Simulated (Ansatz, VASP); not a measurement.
Two plane-wave programs on MoS2

INCAR

```
SYSTEM = MoS2
PREC = Accurate ; ENCUT = 520
EDIFF = 1E-6 ; ISMEAR = 0
SIGMA = 0.05 ; LREAL = .False.
LASPH = .True. ; NELM = 100
ALGO = Normal ; ISIF = 2
LWAVE = .False. ; LCHARG = .False.
GGA = PE ; IVDW = 12
NBANDS = 35
```

Contents of KPOINTS:

```
regular mesh
0
Gamma
  12 12 4
  0 0 0
```

The input POSCAR:

```
MoS2
1.0
    3.1493579417      0.0000000000      0.0000000000
   -1.5746789709      2.7274239831      0.0000000000
    0.0000000000      0.0000000000     12.0917670417
Mo S
2 4
Direct
    0.3333333333      0.6666666667      0.2500000000
    0.6666666667      0.3333333333      0.7500000000
    0.3333333333      0.6666666667      0.6155347464
    0.6666666667      0.3333333333      0.1155347464
    0.3333333333      0.6666666667      0.8844652536
    0.6666666667      0.3333333333      0.3844652536
```

Input for Ansatz:

```yaml
crystal:
  lattice:
    - [3.1493579417, 0.0, 0.0]
    - [-1.5746789709, 2.7274239831, 0.0]
    - [0.0, 0.0, 12.0917670417]
  atoms:
    - { symbol: Mo, position: [0.3333333333, 0.6666666667, 0.25] }
    - { symbol: Mo, position: [0.6666666667, 0.3333333333, 0.75] }
    - { symbol: S, position: [0.3333333333, 0.6666666667, 0.6155347464] }
    - { symbol: S, position: [0.6666666667, 0.3333333333, 0.1155347464] }
    - { symbol: S, position: [0.3333333333, 0.6666666667, 0.8844652536] }
    - { symbol: S, position: [0.6666666667, 0.3333333333, 0.3844652536] }
basis:
  ecutwfc: 420
kpoints:
  mp_grid: { grid: [12, 12, 4] }
hamiltonian:
  xc: pbe
  pseudopotentials: { kind: paw, azcp: { folder: soft_1 } }
  dispersion: d3bj
scf:
  occupations: { method: gaussian, width: 0.05 }
output:
  forces: true
  stress: true
  eigenvalues: true
```

Change from the starting cell: mode 10 frozen in at +0.000 Å and mode 16 at -0.060 Å (largest displacements).

Alike in both runs: task single point; functional PBE; dispersion D3(BJ); k mesh 12 × 12 × 4; occupations gaussian, width 0.05 eV; no spin polarisation.

|  | VASP | Ansatz |
| --- | --- | --- |
| version | VASP 6.6.1 | Ansatz 0.2.0 |
| potentials or method | VASP PAW PBE potentials, release 64 (Mo_sv, S), cutoff 520 eV | scalar-relativistic, plane waves, PAW |
| valence electrons in the cell | 52 | 52 |

```csv
,VASP,Ansatz,Ansatz less VASP
gap on the k mesh at the Fermi level (eV),0.73,0.72,-0.015
least direct gap on the mesh (eV),1.77,1.76,-0.004
pressure (GPa),-5.7,-5.5,+0.13
"traceless stress, the component that is largest in VASP (GPa)",-4.37,-4.33,+0.036
rms of the force components (eV/Å),0.527,0.523,-0.0049
```

Atom by atom the forces differ by 0.005 eV/Å (rms over components).
